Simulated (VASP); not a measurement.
# Tm2GeF2 (P-3m1) in VASP: a series of runs, part 2 of 2

VASP 6.6.1. The steps go on from the part before.

### Step 4. Single point, PBE

This run uses another cell than the first one, of 18.54 Å³/atom.

Contents of INCAR:

```
SYSTEM = Tm2GeF2
PREC = Accurate
ENCUT = 600
EDIFF = 1E-6
ISMEAR = 0
SIGMA = 0.15
LREAL = .FALSE.
LASPH = .TRUE.
NELM = 200
ALGO = Normal
ISIF = 2
LWAVE = .FALSE.
LCHARG = .FALSE.
GGA = PE
NBANDS = 31
GGA_COMPAT = .FALSE.
LMAXMIX = 6
```

Contents of KPOINTS:

```
regular mesh
0
G
  4 4 2
  0 0 0
```

Contents of POSCAR:

```
Tm2GeF2
1.0
    4.1011500559      0.0000000032      0.0000000000
   -2.0505750307      3.5517001315      0.0000000000
    0.0000000000      0.0000000000      6.3635145709
Tm Ge F
2 1 2
Direct
    0.6666666667      0.3333333333      0.2427585628
    0.3333333333      0.6666666667      0.7572414372
    0.0000000000      0.0000000000      0.0000000000
    0.3333333333      0.6666666667      0.4061605355
    0.6666666667      0.3333333333      0.5938394645
```

Potentials or basis: VASP PAW PBE potentials, release 64 (Tm_3, Ge_d, F), 4f in core.

On the command line:

```sh
$ cat potpaw_PBE.64/Tm_3/POTCAR potpaw_PBE.64/Ge_d/POTCAR potpaw_PBE.64/F/POTCAR > POTCAR
$ mpirun -np 1 vasp_std > vasp.out
```

OUTCAR:

```text
SYSTEM = Tm2GeF2
   PREC = Accurate
   ENCUT = 600
   EDIFF = 1E-6
   ISMEAR = 0
   LREAL = .FALSE.
   LASPH = .TRUE.
   NELM = 200
   ISIF = 2
   GGA = PE

 ion  position               nearest neighbor table
   1  0.667  0.333  0.243-   5 2.23   4 2.59   4 2.59   4 2.59   3 2.83   3 2.83   3 2.83
   2  0.333  0.667  0.757-   4 2.23   5 2.59   5 2.59   5 2.59   3 2.83   3 2.83   3 2.83
   3  0.000  0.000  0.000-   1 2.83   2 2.83   2 2.83   1 2.83   1 2.83   2 2.83
   4  0.333  0.667  0.406-   2 2.23   1 2.59   1 2.59   1 2.59
   5  0.667  0.333  0.594-   1 2.23   2 2.59   2 2.59   2 2.59

  LATTYP: Found a hexagonal cell.
 ALAT       =     4.1011500559
 C/A-ratio  =     1.5516414869

  Lattice vectors:

 A1 = (   4.1011500559,   0.0000000032,   0.0000000000)
 A2 = (  -2.0505750307,   3.5517001315,   0.0000000000)
 A3 = (   0.0000000000,   0.0000000000,   6.3635145709)

Analysis of symmetry for initial positions (statically):
=====================================================================
 Subroutine PRICEL returns:
 Original cell was already a primitive cell.

 Routine SETGRP: Setting up the symmetry group for a
 hexagonal supercell.

 Subroutine GETGRP returns: Found 12 space group operations
 (whereof 12 operations were pure point group operations)
 out of a pool of 24 trial point group operations.

The static configuration has the point symmetry D_3d.

Analysis of symmetry for dynamics (positions and initial velocities):
=====================================================================
 Subroutine PRICEL returns:
 Original cell was already a primitive cell.

 Routine SETGRP: Setting up the symmetry group for a
 hexagonal supercell.

 Subroutine GETGRP returns: Found 12 space group operations
 (whereof 12 operations were pure point group operations)
 out of a pool of 24 trial point group operations.

The dynamic configuration has the point symmetry D_3d.

 Subroutine INISYM returns: Found 12 space group operations
 (whereof 12 operations are pure point group operations),
 and found     1 'primitive' translations

----------------------------------------------------------------------------------------

                                     Primitive cell

  volume of cell :      92.6913

  direct lattice vectors                    reciprocal lattice vectors
     4.101150056  0.000000003  0.000000000     0.243834043  0.140777651  0.000000000
    -2.050575031  3.551700132  0.000000000    -0.000000000  0.281555301  0.000000000
     0.000000000  0.000000000  6.363514571     0.000000000  0.000000000  0.157145865

  length of vectors
     4.101150056  4.101150056  6.363514571     0.281555301  0.281555301  0.157145865

  position of ions in fractional coordinates (direct lattice)
     0.666666667  0.333333333  0.242758563
     0.333333333  0.666666667  0.757241437
     0.000000000  0.000000000  0.000000000
     0.333333333  0.666666667  0.406160535
     0.666666667  0.333333333  0.593839465

  ion indices of the primitive-cell ions
   primitive index   ion index
                 1           1
                 2           2
                 3           3
                 4           4
                 5           5

----------------------------------------------------------------------------------------

 KPOINTS: regular mesh

Automatic generation of k-mesh.
 Grid dimensions read from file:
 generate k-points for:    4    4    2

 Generating k-lattice:

  Cartesian coordinates                     Fractional coordinates (reciprocal lattice)
     0.060958511  0.035194413  0.000000000     0.250000000  0.000000000  0.000000000
    -0.000000000  0.070388825  0.000000000    -0.000000000  0.250000000  0.000000000
     0.000000000  0.000000000  0.078572932     0.000000000  0.000000000  0.500000000

  Length of vectors
     0.070388825  0.070388825  0.078572932

  Shift w.r.t. Gamma in fractional coordinates (k-lattice)
     0.000000000  0.000000000  0.000000000

 Subroutine IBZKPT returns following result:
 ===========================================

 Found      8 irreducible k-points:

 Following reciprocal coordinates:
            Coordinates               Weight
  0.000000  0.000000  0.000000      1.000000
  0.250000 -0.000000  0.000000      6.000000
  0.500000 -0.000000  0.000000      3.000000
  0.250000  0.250000  0.000000      6.000000
  0.000000  0.000000  0.500000      1.000000
  0.250000 -0.000000  0.500000      6.000000
  0.500000 -0.000000  0.500000      3.000000
  0.250000  0.250000  0.500000      6.000000
   k-points           NKPTS =      8   k-points in BZ     NKDIM =      8   number of bands    NBANDS=     31
   number of dos      NEDOS =    301   number of ions     NIONS =      5
   total plane-waves  NPLWV =  69984
   dimension x,y,z NGX =    36 NGY =   36 NGZ =   54
   dimension x,y,z NGXF=    72 NGYF=   72 NGZF=  108
   ions per type =               2   1   2
   NGX,Y,Z   is equivalent  to a cutoff of  14.59, 14.59, 14.11 a.u.
   NGXF,Y,Z  is equivalent  to a cutoff of  29.19, 29.19, 28.21 a.u.
 SYSTEM =  Tm2GeF2
   PREC   = accura    normal or accurate (medium, high low for compatibility)
   ISTART =      0    job   : 0-new  1-cont  2-samecut
   ICHARG =      2    charge: 1-file 2-atom 10-const
   ISPIN  =      1    spin polarized calculation?
   LNONCOLLINEAR =      F non collinear calculations
   LSORBIT =      F    spin-orbit coupling
   LASPH  =      T    aspherical Exc in radial PAW
   ENCUT  =  600.0 eV  44.10 Ry    6.64 a.u.   8.19  8.19 12.71*2*pi/ulx,y,z
   NELM   =    200;   NELMIN=  2; NELMDL= -5     # of ELM steps
   EDIFF  = 0.1E-05   stopping-criterion for ELM
   LREAL  =      F    real-space projection
[... 7 lines left out ...]
   TEBEG  =    0.0;   TEEND  =   0.0 temperature during run
   PSTRESS=    0.0 pullay stress
   NELECT =      46.0000    total number of electrons
   NUPDOWN=      -1.0000    fix difference up-down
   EMIN   =  10.00;   EMAX   =-10.00  energy-range for DOS
   EFERMI =   0.00;   METHOD = LEGACY
   ISMEAR =     0;   SIGMA  =   0.15  broadening in eV -4-tet -1-fermi 0-gaus
   EFERMI_NEDOS =   21; number of points for ismear=-14 and -15
   IALGO  =     38    algorithm
   IMIX   =      4    mixing-type and parameters
     AMIX     =   0.40;   BMIX     =  1.00
     AMIX_MAG =   1.60;   BMIX_MAG =  1.00
  volume/ion in A,a.u.               =      18.54       125.10
  Fermi-wavevector in a.u.,A,eV,Ry     =   1.296128  2.449326 22.857065  1.679947
  Thomas-Fermi vector in A             =   2.427604
   LORBIT       =      0    0 simple, 1 ext, 2 COOP (PROOUT), +10 PAW based schemes
   GGA     = PE    functional components
   LHFCALC =     F    Hartree Fock is set to
   AEXX    =    0.0000 exact exchange contribution
   IVDW    =     0    specifies the selected vdW correction
   LEPSILON=     F    determine dielectric tensor
   LRPA    =     F    only Hartree local field effects (RPA)
 non-spin polarized calculation
 Gauss-broadening in eV      SIGMA  =   0.15
  energy-cutoff  :      600.00
  volume of cell :       92.69
 maximum number of plane-waves:      3122
 NGX is ok and might be reduce to    36
   NGX = 17   NGY = 17   NGZ = 25

 number of electron      46.0000005 magnetization

 Free energy of the ion-electron system (eV)
  ---------------------------------------------------
  ext. energy  EPLUGINS =         0.00000000
  ---------------------------------------------------
  free energy    TOTEN  =       -29.27950035 eV

  energy without entropy =      -29.27822278  energy(sigma->0) =      -29.27886156

 E-fermi :   4.0994     XC(G=0): -10.1615

 val. band max:        3.8767403972   @ k =   0.0000   0.0000   0.5000
 cond. band min:       4.3367853728   @ k =   0.5000  -0.0000   0.0000
 fundamental gap:      0.4600449756
 Fermi energy:         4.0993988327

 k-point     1 :       0.0000    0.0000    0.0000
  band No.  band energies     occupation
      1     -22.8867      2.00000
      2     -22.0571      2.00000
      3     -21.9364      2.00000
      4     -21.9364      2.00000
      5     -21.8915      2.00000
      6     -21.8915      2.00000
[... 261 lines left out ...]
     30       8.6008      0.00000
     31       8.6133      0.00000

------------------------ aborting loop because EDIFF is reached ----------------------------------------

  FORCE on cell =-STRESS in cart. coord.  units (eV):
  Direction    XX          YY          ZZ          XY          YZ          ZX
  --------------------------------------------------------------------------------------
  -------------------------------------------------------------------------------------
  Total       -0.2389854     -0.2389854      0.2993357     -0.0000000      0.0000000      0.0000000
  in kB       -4.1308834     -4.1308834      5.1740441     -0.0000000      0.0000000      0.0000000
  external PRESSURE =      -1.0292409 kB  Pullay stress =       0.0000000 kB

 VOLUME and BASIS-vectors are now :
 -----------------------------------------------------------------------------
  energy-cutoff  :      600.00
  volume of cell :       92.69
      direct lattice vectors                 reciprocal lattice vectors
     4.101150056  0.000000003  0.000000000     0.243834043  0.140777651  0.000000000
    -2.050575031  3.551700132  0.000000000    -0.000000000  0.281555301  0.000000000
     0.000000000  0.000000000  6.363514571     0.000000000  0.000000000  0.157145865

 POSITION                                       TOTAL-FORCE (eV/Angst)
 -----------------------------------------------------------------------------------
      2.05058      1.18390      1.54480         0.000000     -0.000000     -0.055232
     -0.00000      2.36780      4.81872         0.000000     -0.000000      0.055232
      0.00000      0.00000      0.00000         0.000000     -0.000000     -0.000000
     -0.00000      2.36780      2.58461         0.000000      0.000000     -0.123347
      2.05058      1.18390      3.77891        -0.000000     -0.000000      0.123347
 -----------------------------------------------------------------------------------
    total drift:                                0.000000     -0.000000     -0.000000

  FREE ENERGIE OF THE ION-ELECTRON SYSTEM (eV)
  ---------------------------------------------------
  free  energy   TOTEN  =       -29.2795003470 eV

  energy  without entropy=      -29.2782227764  energy(sigma->0) =      -29.27886156
```

stdout:

```text
POSCAR found type information on POSCAR TmGeF
 POSCAR found :  3 types and       5 ions
 scaLAPACK will be used
 LDA part: xc-table for (Slater+PW92), standard interpolation
 POSCAR, INCAR and KPOINTS ok, starting setup
 FFT: planning ... GRIDC
 FFT: planning ... GRID_SOFT
 FFT: planning ... GRID
 WAVECAR not read
 entering main loop
```

Wall time 26 s (1 thread of Intel Xeon 6975P-C (Granite Rapids), shared host); peak memory 0.25 GiB.

What came out:

- Free energy: -29.2795 eV
- Pressure: -0.1 GPa
- Largest force: 0.123 eV/Å
- Band gap on the k mesh: 0.46 eV (least direct gap 0.97 eV)

Forces in eV/Å, atoms in the order of the input:
```
Tm   0.000  0.000 -0.055
Tm   0.000  0.000  0.055
Ge   0.000  0.000  0.000
F    0.000  0.000 -0.123
F    0.000  0.000  0.123
```

Levels at points of the mesh, in eV from the valence-band top:
```csv
k point,band 20,band 21,band 22,band 23,band 24,band 25,band 26,band 27
"(0.00, 0.00, 0.00)",-6.35,-2.06,-0.10,-0.10,1.12,1.88,1.88,3.50
"(0.50, 0.00, 0.00)",-5.99,-2.76,-0.97,-0.51,0.46,2.87,3.60,3.68
"(0.00, 0.00, 0.50)",-6.17,-2.63,0.00,0.00,2.05,2.05,2.06,3.24
"(0.50, 0.00, 0.50)",-5.99,-2.31,-1.19,-0.53,0.99,2.81,3.76,3.92
```

Caveat: the k points lie up to 0.49 Å⁻¹ apart; semilocal functionals underestimate gaps, and a narrow one can read as zero; spin-orbit coupling is left out, which moves the levels of the heavy elements; the 4f electrons are frozen in the core, so they carry no moment and show no levels.

### Step 5. Relaxation of cell and atoms, PBE

This run uses another cell than the first one, of 14.61 Å³/atom.

Contents of INCAR:

```
ALGO = Normal
EDIFF = 1E-7
EDIFFG = -0.08
ENCUT = 600
GGA = PE
GGA_COMPAT = False
IBRION = 2
ISIF = 3
ISMEAR = 0
LASPH = True
LCHARG = False
LMAXMIX = 6
LREAL = False
LWAVE = False
NELM = 200
NELMIN = 4
NSW = 36
PREC = Accurate
SIGMA = 0.15
```

Contents of KPOINTS:

```
k-points
0
Gamma
  4 4 2
```

Contents of POSCAR:

```
Tm2GeF2
1.0
    3.6619736300      0.0000000000      0.0000000000
   -1.8309868200      3.1713622000      0.0000000000
    0.0000000000      0.0000000000      6.2897436100
Tm Ge F
2 1 2
Direct
    0.6666666700      0.3333333300      0.3500089900
    0.3333333300      0.6666666700      0.6499910100
    0.0000000000      0.0000000000      0.0000000000
    0.3333333300      0.6666666700      0.2700800000
    0.6666666700      0.3333333300      0.7299200000
```

On the command line:

```sh
$ cat potpaw_PBE.64/Tm_3/POTCAR potpaw_PBE.64/Ge_d/POTCAR potpaw_PBE.64/F/POTCAR > POTCAR
$ mpirun -np 1 vasp_std > vasp.out
```

Run time: 6.3 min. Hardware: 1 thread of Intel Xeon 6975P-C (Granite Rapids), shared host; peak memory 0.23 GiB.

It converged, with:

* Free energy: -29.2613 eV
* Relaxed volume: 18.36 Å³/atom
* Relaxed cell: a = 4.068 Å, b = 4.068 Å, c = 6.407 Å, α = 90.00°, β = 90.00°, γ = 120.00°
* Space group after relaxing (to 0.1 Å): P-3m1 (No. 164)
* Energy gained by relaxing: 1282.2 meV/atom
* Ionic steps: 30
* Pressure after relaxing: 0.0 GPa
* Largest force after relaxing: 0.046 eV/Å
* Band gap on the k mesh: 0.38 eV (least direct gap 0.92 eV)

Forces on the atoms (eV/Å):
```
Tm   0.000  0.000  0.046
Tm   0.000  0.000 -0.046
Ge   0.000  0.000  0.000
F    0.000  0.000  0.033
F    0.000  0.000 -0.033
```

Stress tensor (GPa, compression positive):
```
 0.08  0.00  0.00
 0.00  0.08  0.00
 0.00  0.00 -0.05
```

Step by step:
| step | energy change (eV) | largest force (eV/Å) | pressure (GPa) | volume (Å³) |
| --- | --- | --- | --- | --- |
| 1 | 0.0000 | 4.6736 | 28.44 | 73.05 |
| 2 | -2.9846 | 1.9705 | -7.88 | 104.03 |
| 3 | -3.0125 | 2.2265 | -5.73 | 99.94 |
| 4 | -4.0040 | 1.2834 | -3.17 | 96.29 |
| 5 | -4.5964 | 1.1784 | 1.93 | 92.13 |
| 6 | -5.0242 | 1.5256 | 15.44 | 83.73 |
| 7 | -5.3552 | 0.7596 | 10.65 | 86.64 |
| 8 | -5.3681 | 1.1067 | 9.85 | 87.30 |
| 9 | -5.5685 | 0.4790 | 5.62 | 90.22 |
| 10 | -5.6862 | 0.3752 | -1.42 | 96.71 |
| 11 | -5.6916 | 0.2984 | -0.44 | 95.66 |
| 12 | -5.7227 | 0.3045 | -0.59 | 95.75 |
| 13 | -5.7936 | 0.3687 | -0.96 | 95.94 |
| 14 | -5.8792 | 0.5020 | -1.21 | 96.04 |
| 15 | -5.8893 | 0.7579 | -1.32 | 95.94 |
| 16 | -5.9442 | 0.8113 | -1.12 | 94.97 |
| 17 | -6.1235 | 0.8982 | 0.09 | 91.91 |
| 18 | -5.8873 | 1.2005 | 10.33 | 85.28 |
| 19 | -6.1511 | 0.9504 | 1.18 | 90.60 |
| 20 | -6.1922 | 0.7131 | 4.16 | 88.00 |
| 21 | -6.1992 | 0.8264 | 3.24 | 88.64 |
| 22 | -6.2530 | 0.5892 | 2.89 | 89.17 |
| 23 | -6.2603 | 0.4186 | 2.88 | 89.45 |
| 24 | -6.3084 | 0.4328 | 1.25 | 90.88 |
| 25 | -6.3479 | 0.4262 | -2.77 | 95.04 |
| 26 | -6.3513 | 0.4311 | -1.97 | 94.12 |
| 27 | -6.3802 | 0.3284 | -1.48 | 93.52 |
| 28 | -6.4093 | 0.1080 | -0.38 | 92.22 |
| 29 | -6.4097 | 0.1310 | -0.22 | 92.04 |
| 30 | -6.4110 | 0.0464 | 0.04 | 91.81 |

Final structure:
```yaml
crystal:
  lattice:
    - [4.06764, 0.00000, 0.00000]
    - [-2.03382, 3.52268, 0.00000]
    - [0.00000, 0.00000, 6.40711]
  atoms:
    - { symbol: Tm, position: [0.66667, 0.33333, 0.24269] }
    - { symbol: Tm, position: [0.33333, 0.66667, 0.75731] }
    - { symbol: Ge, position: [0.00000, 0.00000, 0.00000] }
    - { symbol: F, position: [0.33333, 0.66667, 0.40229] }
    - { symbol: F, position: [0.66667, 0.33333, 0.59771] }
```

Levels at points of the mesh, in eV from the valence-band top:
| k point | band 21 | band 22 | band 23 | band 24 | band 25 | band 26 |
| --- | --- | --- | --- | --- | --- | --- |
| (0.00, 0.00, 0.00) | -2.14 | -0.09 | -0.09 | 1.02 | 1.84 | 1.84 |
| (0.50, 0.00, 0.00) | -2.83 | -1.08 | -0.54 | 0.38 | 2.80 | 3.58 |
| (0.00, 0.00, 0.50) | -2.72 | 0.00 | 0.00 | 1.91 | 2.01 | 2.01 |
| (0.50, 0.00, 0.50) | -2.40 | -1.28 | -0.57 | 0.91 | 2.68 | 3.78 |

Caveat: the k points lie up to 0.49 Å⁻¹ apart in the final cell; the volume moved by over 15 % at a fixed basis, so the end points are rough; semilocal functionals underestimate gaps, and a narrow one can read as zero; spin-orbit coupling is left out, which moves the levels of the heavy elements; the 4f electrons are frozen in the core, so they carry no moment and show no levels; the relaxation stopped at a loose force limit of 0.08 eV/Å, so its end isn't a converged minimum.

### Step 6. Summary

| task | cell | k mesh | smearing | gap on the mesh (eV) | pressure (GPa) | relaxed volume (Å³/atom) | largest force (eV/Å) |
| --- | --- | --- | --- | --- | --- | --- | --- |
| relaxation of cell and atoms | relaxed from a = 4.083, b = 4.083, c = 6.391 Å, angles 90.0, 90.0, 120.0°, 5 atoms, atomic positions A | 12 × 12 × 6 | gaussian 0.01 eV | 0.34 | 0.0 | 18.32 | - |
| single point | a = 4.083, b = 4.083, c = 6.392 Å, angles 90.0, 90.0, 120.0°, 5 atoms, atomic positions A | 12 × 12 × 6 | gaussian 0.01 eV | 0.41 | -0.1 | - | 0.11 |
| single point | a = 4.101, b = 4.101, c = 6.364 Å, angles 90.0, 90.0, 120.0°, 5 atoms, atomic positions B | 4 × 4 × 2 | gaussian 0.15 eV | 0.46 | -0.1 | - | 0.12 |
| relaxation of cell and atoms | relaxed from a = 3.662, b = 3.662, c = 6.290 Å, angles 90.0, 90.0, 120.0°, 5 atoms, atomic positions C | 4 × 4 × 2 | gaussian 0.15 eV | 0.38 | 0.0 | 18.36 | 0.05 |

Alike in all rows: level PBE; potentials or basis VASP PAW PBE potentials, release 64 (Tm_3, Ge_d, F), 4f in core; no spin polarisation; cutoff (eV) 600.

Caveats: some runs use coarse meshes; semilocal functionals underestimate gaps, and a narrow one can read as zero; spin-orbit coupling is left out, which moves the levels of the heavy elements; the 4f electrons are frozen in the core, so they carry no moment and show no levels; the volume moved by over 15 % at a fixed basis, so the end points are rough (at least some runs); the relaxation stopped at a loose force limit of 0.08 eV/Å, so its end isn't a converged minimum (at least some runs).

Total energies depend on the potentials used, so only differences within one code and one set of settings carry meaning.
